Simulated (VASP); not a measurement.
# SiNi (Pnma) in VASP: relaxation of cell and atoms with PBE

Aim: the relaxation of cell and atoms of SiNi with PBE.

All numbers are computed with VASP 6.6.1; they aren't measurements. Logs are shortened: lines on timing, memory, paths and dates and some standing lists are left out, and cuts for length are marked.

**1. The cell of the first run**

The structure is orthorhombic, space group Pnma (No. 62). The conventional cell has a = 5.154 Å, b = 3.375 Å, c = 5.620 Å, α = 90.00°, β = 90.00°, γ = 90.00°. Si (site symmetry m) has 6 Ni at 2.29 to 2.41 Å and 2 Si at 2.67 Å within 3.0 Å. Within 3.0 Å of Ni (site symmetry m) lie 6 Si at 2.29 to 2.41 Å and 4 Ni at 2.67 to 2.71 Å.

**2. Relaxation of cell and atoms, PBE**

Input file INCAR:

```
SYSTEM = SiNi
  PREC = Accurate
  ENCUT = 600
  EDIFF = 1E-7
  ISMEAR = -1
  SIGMA = 0.15
  LREAL = .False.
  LASPH = .True.
  NELM = 60
  ALGO = Normal
  ISIF = 3
  LWAVE = .False.
  LCHARG = .False.
  GGA = PE
  IBRION = 2
  NSW = 80
  EDIFFG = -0.001
```

Input file KPOINTS:

```
regular mesh
0
Gamma
  8 10 6
  0 0 0
```

Input file POSCAR:

```
SiNi
1.0
    5.1540862251      0.0000000000      0.0000000000
    0.0000000000      3.3754898118      0.0000000000
    0.0000000000      0.0000000000      5.6197143914
Si Ni
4 4
Direct
    0.3212470323      0.7500000000      0.0840781143
    0.1787529677      0.2500000000      0.5840781143
    0.8212470323      0.7500000000      0.4159218857
    0.6787529677      0.2500000000      0.9159218857
    0.0082176506      0.2500000000      0.1884869083
    0.4917823494      0.7500000000      0.6884869083
    0.5082176506      0.2500000000      0.3115130917
    0.9917823494      0.7500000000      0.8115130917
```

Potentials or basis: VASP PAW PBE potentials, release 64 (Si, Ni).

Run with:

```sh
$ cat potpaw_PBE.64/Si/POTCAR potpaw_PBE.64/Ni/POTCAR > POTCAR
$ mpirun -np 1 vasp_std > vasp.out
```

OUTCAR:

```text
SYSTEM = SiNi
   PREC = Accurate
   ENCUT = 600
   EDIFF = 1E-7
   ISMEAR = -1
   LREAL = .False.
   LASPH = .True.
   NELM = 60
   ISIF = 3
   GGA = PE
   IBRION = 2
   NSW = 80
   EDIFFG = -0.001

 ion  position               nearest neighbor table
   1  0.321  0.750  0.084-   8 2.29   7 2.33   7 2.33   6 2.39   5 2.41   5 2.41   4 2.67   4 2.67

   2  0.179  0.250  0.584-   7 2.29   8 2.33   8 2.33   5 2.39   6 2.41   6 2.41   3 2.67   3 2.67

   3  0.821  0.750  0.416-   6 2.29   5 2.33   5 2.33   8 2.39   7 2.41   7 2.41   2 2.67   2 2.67

   4  0.679  0.250  0.916-   5 2.29   6 2.33   6 2.33   7 2.39   8 2.41   8 2.41   1 2.67   1 2.67

   5  0.008  0.250  0.188-   4 2.29   3 2.33   3 2.33   2 2.39   1 2.41   1 2.41   7 2.67   7 2.67
                             8 2.71   8 2.71
   6  0.492  0.750  0.688-   3 2.29   4 2.33   4 2.33   1 2.39   2 2.41   2 2.41   8 2.67   8 2.67
                             7 2.71   7 2.71
   7  0.508  0.250  0.312-   2 2.29   1 2.33   1 2.33   4 2.39   3 2.41   3 2.41   5 2.67   5 2.67
                             6 2.71   6 2.71
   8  0.992  0.750  0.812-   1 2.29   2 2.33   2 2.33   3 2.39   4 2.41   4 2.41   6 2.67   6 2.67
                             5 2.71   5 2.71

  LATTYP: Found a simple orthorhombic cell.
 ALAT       =     3.3754898118
 B/A-ratio  =     1.5269150590
 C/A-ratio  =     1.6648589404

  Lattice vectors:

 A1 = (   0.0000000000,  -3.3754898118,   0.0000000000)
 A2 = (   5.1540862251,   0.0000000000,   0.0000000000)
 A3 = (   0.0000000000,   0.0000000000,   5.6197143914)

Analysis of symmetry for initial positions (statically):
=====================================================================
 Subroutine PRICEL returns:
 Original cell was already a primitive cell.

 Routine SETGRP: Setting up the symmetry group for a
 simple orthorhombic supercell.

 Subroutine GETGRP returns: Found  8 space group operations
 (whereof  2 operations were pure point group operations)
 out of a pool of  8 trial point group operations.

The static configuration has the point symmetry S_2 .
 The point group associated with its full space group is D_2h.

Analysis of symmetry for dynamics (positions and initial velocities):
=====================================================================
 Subroutine PRICEL returns:
 Original cell was already a primitive cell.

 Routine SETGRP: Setting up the symmetry group for a
 simple orthorhombic supercell.

 Subroutine GETGRP returns: Found  8 space group operations
 (whereof  2 operations were pure point group operations)
 out of a pool of  8 trial point group operations.

The dynamic configuration has the point symmetry S_2 .
 The point group associated with its full space group is D_2h.

 Subroutine INISYM returns: Found  8 space group operations
 (whereof  2 operations are pure point group operations),
 and found     1 'primitive' translations

----------------------------------------------------------------------------------------

                                     Primitive cell

  volume of cell :      97.7693

  direct lattice vectors                    reciprocal lattice vectors
     5.154086225  0.000000000  0.000000000     0.194020813  0.000000000  0.000000000
     0.000000000  3.375489812  0.000000000     0.000000000  0.296253301  0.000000000
     0.000000000  0.000000000  5.619714391     0.000000000  0.000000000  0.177944986

  length of vectors
     5.154086225  3.375489812  5.619714391     0.194020813  0.296253301  0.177944986

  position of ions in fractional coordinates (direct lattice)
     0.321247032  0.750000000  0.084078114
     0.178752968  0.250000000  0.584078114
     0.821247032  0.750000000  0.415921886
     0.678752968  0.250000000  0.915921886
     0.008217651  0.250000000  0.188486908
     0.491782349  0.750000000  0.688486908
     0.508217651  0.250000000  0.311513092
     0.991782349  0.750000000  0.811513092

  ion indices of the primitive-cell ions
   primitive index   ion index
                 1           1
                 2           2
                 3           3
                 4           4
                 5           5
                 6           6
                 7           7
                 8           8

----------------------------------------------------------------------------------------

 KPOINTS: regular mesh

Automatic generation of k-mesh.
 Grid dimensions read from file:
 generate k-points for:    8   10    6

 Generating k-lattice:

  Cartesian coordinates                     Fractional coordinates (reciprocal lattice)
     0.024252602  0.000000000  0.000000000     0.125000000  0.000000000  0.000000000
     0.000000000  0.029625330  0.000000000     0.000000000  0.100000000  0.000000000
     0.000000000  0.000000000  0.029657498     0.000000000  0.000000000  0.166666667

  Length of vectors
     0.024252602  0.029625330  0.029657498

  Shift w.r.t. Gamma in fractional coordinates (k-lattice)
     0.000000000  0.000000000  0.000000000

 Subroutine IBZKPT returns following result:
 ===========================================

 Found    120 irreducible k-points:

 Following reciprocal coordinates:
            Coordinates               Weight
  0.000000  0.000000  0.000000      1.000000
  0.125000  0.000000  0.000000      2.000000
  0.250000  0.000000  0.000000      2.000000
  0.375000  0.000000  0.000000      2.000000
  0.500000  0.000000  0.000000      1.000000
  0.000000  0.100000  0.000000      2.000000
[... 16 lines left out ...]
  0.250000  0.400000  0.000000      4.000000
  0.375000  0.400000  0.000000      4.000000
 [... further k-points ...]
   k-points           NKPTS =    120   k-points in BZ     NKDIM =    120   number of bands    NBANDS=     33
   number of dos      NEDOS =    301   number of ions     NIONS =      8
   total plane-waves  NPLWV =  56448
   dimension x,y,z NGX =    42 NGY =   28 NGZ =   48
   dimension x,y,z NGXF=    84 NGYF=   56 NGZF=   96
   ions per type =               4   4
   NGX,Y,Z   is equivalent  to a cutoff of  13.55, 13.79, 14.20 a.u.
   NGXF,Y,Z  is equivalent  to a cutoff of  27.09, 27.58, 28.40 a.u.
 SYSTEM =  SiNi
   PREC   = accura    normal or accurate (medium, high low for compatibility)
   ISTART =      0    job   : 0-new  1-cont  2-samecut
   ICHARG =      2    charge: 1-file 2-atom 10-const
   ISPIN  =      1    spin polarized calculation?
   LNONCOLLINEAR =      F non collinear calculations
   LSORBIT =      F    spin-orbit coupling
   LASPH  =      T    aspherical Exc in radial PAW
   ENCUT  =  600.0 eV  44.10 Ry    6.64 a.u.  10.29  6.74 11.22*2*pi/ulx,y,z
   NELM   =     60;   NELMIN=  2; NELMDL= -5     # of ELM steps
   EDIFF  = 0.1E-06   stopping-criterion for ELM
   LREAL  =      F    real-space projection
   EDIFFG = -.1E-02   stopping-criterion for IOM
   NSW    =     80    number of steps for IOM
   IBRION =      2    ionic relax: 0-MD 1-quasi-New 2-CG
   NFREE  =      1    steps in history (QN), initial steepest desc. (CG)
   ISIF   =      3    stress and relaxation
   ISYM   =      2    0-nonsym 1-usesym 2-fastsym
   POTIM  = 0.5000    time-step for ionic-motion
   TEBEG  =    0.0;   TEEND  =   0.0 temperature during run
   PSTRESS=    0.0 pullay stress
   NELECT =      56.0000    total number of electrons
   NUPDOWN=      -1.0000    fix difference up-down
   EMIN   =  10.00;   EMAX   =-10.00  energy-range for DOS
   EFERMI =   0.00;   METHOD = LEGACY
   ISMEAR =    -1;   SIGMA  =   0.15  broadening in eV -4-tet -1-fermi 0-gaus
   EFERMI_NEDOS =   21; number of points for ismear=-14 and -15
   IALGO  =     38    algorithm
   IMIX   =      4    mixing-type and parameters
     AMIX     =   0.40;   BMIX     =  1.00
     AMIX_MAG =   1.60;   BMIX_MAG =  1.00
  volume/ion in A,a.u.               =      12.22        82.47
  Fermi-wavevector in a.u.,A,eV,Ry     =   1.359575  2.569225 25.149621  1.848445
  Thomas-Fermi vector in A             =   2.486311
   LORBIT       =      0    0 simple, 1 ext, 2 COOP (PROOUT), +10 PAW based schemes
   GGA     = PE    functional components
   LHFCALC =     F    Hartree Fock is set to
   AEXX    =    0.0000 exact exchange contribution
   IVDW    =     0    specifies the selected vdW correction
   LEPSILON=     F    determine dielectric tensor
   LRPA    =     F    only Hartree local field effects (RPA)
 conjugate gradient relaxation of ions
 non-spin polarized calculation
  energy-cutoff  :      600.00
  volume of cell :       97.77
 maximum number of plane-waves:      3288
 NGX is ok and might be reduce to    42
   NGX = 21   NGY = 13   NGZ = 23

--------------------------------------- Ionic step        1  -------------------------------------------

 number of electron      56.0000013 magnetization

 Free energy of the ion-electron system (eV)
  ---------------------------------------------------
  ext. energy  EPLUGINS =         0.00000000
  ---------------------------------------------------
  free energy    TOTEN  =       -47.67941505 eV

  energy without entropy =      -47.51023641  energy(sigma->0) =      -47.59482573

------------------------ aborting loop because EDIFF is reached ----------------------------------------

  FORCE on cell =-STRESS in cart. coord.  units (eV):
  Direction    XX          YY          ZZ          XY          YZ          ZX
  --------------------------------------------------------------------------------------
  -------------------------------------------------------------------------------------
  Total        0.3085536     -0.1517257      0.1691323      0.0000000      0.0000000      0.0000000
  in kB        5.0563662     -2.4863765      2.7716252      0.0000000      0.0000000      0.0000000
  external PRESSURE =       1.7805383 kB  Pullay stress =       0.0000000 kB
[... 107 lines left out ...]
  FREE ENERGIE OF THE ION-ELECTRON SYSTEM (eV)
  ---------------------------------------------------
  free  energy   TOTEN  =       -47.6799900189 eV

  energy  without entropy=      -47.5097059064  energy(sigma->0) =      -47.59484796

[... ionic steps 4 to 53 ...]

--------------------------------------- Ionic step       54  -------------------------------------------

 number of electron      56.0000015 magnetization

------------------------ aborting loop because EDIFF is reached ----------------------------------------

  FORCE on cell =-STRESS in cart. coord.  units (eV):
  Direction    XX          YY          ZZ          XY          YZ          ZX
  --------------------------------------------------------------------------------------
  -------------------------------------------------------------------------------------
  Total        0.0174609      0.0153198      0.0188551      0.0000000      0.0000000      0.0000000
  in kB        0.2857316      0.2506950      0.3085461      0.0000000      0.0000000      0.0000000
  external PRESSURE =       0.2816575 kB  Pullay stress =       0.0000000 kB
[... 69 lines left out ...]
  energy  without entropy=      -47.5092854460  energy(sigma->0) =      -47.59523645

--------------------------------------- Ionic step       56  -------------------------------------------

 number of electron      56.0000015 magnetization

 Free energy of the ion-electron system (eV)
  ---------------------------------------------------
  ext. energy  EPLUGINS =         0.00000000
  ---------------------------------------------------
  free energy    TOTEN  =       -47.68119425 eV

  energy without entropy =      -47.50929200  energy(sigma->0) =      -47.59524312

 E-fermi :  10.2768     XC(G=0): -12.1600

 val. band max:       10.2763703834   @ k =   0.3750   0.1000   0.1667
 cond. band min:      10.2822960512   @ k =   0.0000   0.3000   0.0000
 fundamental gap:      0.0059256678
 Fermi energy:        10.2768241912

 k-point     1 :       0.0000    0.0000    0.0000
  band No.  band energies     occupation
      1      -2.6321      2.00000
      2       0.6295      2.00000
      3       1.9765      2.00000
      4       2.4945      2.00000
      5       3.8286      2.00000
      6       4.2857      2.00000
[... 853 lines left out ...]
     32      11.4148      0.00101
     33      12.7510      0.00000

 [... further k-points ...]

------------------------ aborting loop because EDIFF is reached ----------------------------------------

  FORCE on cell =-STRESS in cart. coord.  units (eV):
  Direction    XX          YY          ZZ          XY          YZ          ZX
  --------------------------------------------------------------------------------------
  -------------------------------------------------------------------------------------
  Total        0.0068433      0.0056367      0.0077306      0.0000000      0.0000000      0.0000000
  in kB        0.1119823      0.0922384      0.1265019      0.0000000      0.0000000      0.0000000
  external PRESSURE =       0.1102409 kB  Pullay stress =       0.0000000 kB
[... 23 lines left out ...]
  FREE ENERGIE OF THE ION-ELECTRON SYSTEM (eV)
  ---------------------------------------------------
  free  energy   TOTEN  =       -47.6811942484 eV

  energy  without entropy=      -47.5092919987  energy(sigma->0) =      -47.59524312

 reached required accuracy - stopping structural energy minimisation
```

Run time: 1.6 h. Hardware: 1 thread of AMD EPYC 9R45 (Zen 5), shared host; peak memory 0.47 GiB.

Results:

```yaml
Free_energy: -47.6812 eV
Relaxed_volume: 12.24 Å³/atom
Relaxed_cell: a = 5.182 Å, b = 3.349 Å, c = 5.642 Å, α = 90.00°, β = 90.00°, γ = 90.00°
Space_group_after_relaxing_to_0.1_Å: Pnma (No. 62)
Energy_gained_by_relaxing: 0.2 meV/atom
Ionic_steps: 56
Pressure_after_relaxing: 0.0 GPa
Band_gap_on_the_k_mesh: zero (bands 28 and 29 overlap by 1.74 eV)
```

Step by step:
```csv
step,energy change (eV),largest force (eV/Å),pressure (GPa),volume (Å³)
1,0.0000,0.0177,0.18,97.77
3,-0.0006,0.0289,-0.27,98.02
5,-0.0011,0.0386,0.05,97.85
7,-0.0016,0.0140,0.04,97.87
9,-0.0017,0.0104,-0.06,97.92
11,-0.0017,0.0063,0.13,97.84
13,-0.0018,0.0022,0.01,97.90
15,-0.0018,0.0036,0.08,97.87
17,-0.0018,0.0025,0.06,97.90
19,-0.0018,0.0022,0.00,97.91
21,-0.0018,0.0022,-0.06,97.95
23,-0.0018,0.0021,-0.03,97.92
25,-0.0018,0.0022,-0.02,97.92
27,-0.0018,0.0010,0.02,97.89
29,-0.0018,0.0012,0.05,97.90
31,-0.0018,0.0014,-0.01,97.92
33,-0.0018,0.0013,-0.04,97.91
35,-0.0018,0.0013,0.05,97.91
37,-0.0018,0.0014,-0.03,97.92
39,-0.0018,0.0013,-0.04,97.92
41,-0.0018,0.0013,-0.01,97.91
43,-0.0018,0.0013,-0.05,97.91
45,-0.0018,0.0013,-0.01,97.91
47,-0.0018,0.0012,-0.01,97.91
49,-0.0018,0.0010,0.00,97.91
51,-0.0018,0.0009,-0.02,97.91
53,-0.0018,0.0006,0.03,97.91
55,-0.0018,0.0007,0.02,97.91
56,-0.0018,0.0008,0.01,97.91
```

Final structure:
```
CELL_PARAMETERS angstrom
5.18199 0.00000 0.00000
0.00000 3.34870 0.00000
0.00000 0.00000 5.64228
ATOMIC_POSITIONS crystal
Si 0.32080 0.75000 0.08228
Si 0.17920 0.25000 0.58228
Si 0.82080 0.75000 0.41772
Si 0.67920 0.25000 0.91772
Ni 0.00813 0.25000 0.18872
Ni 0.49187 0.75000 0.68872
Ni 0.50813 0.25000 0.31128
Ni 0.99187 0.75000 0.81128
```
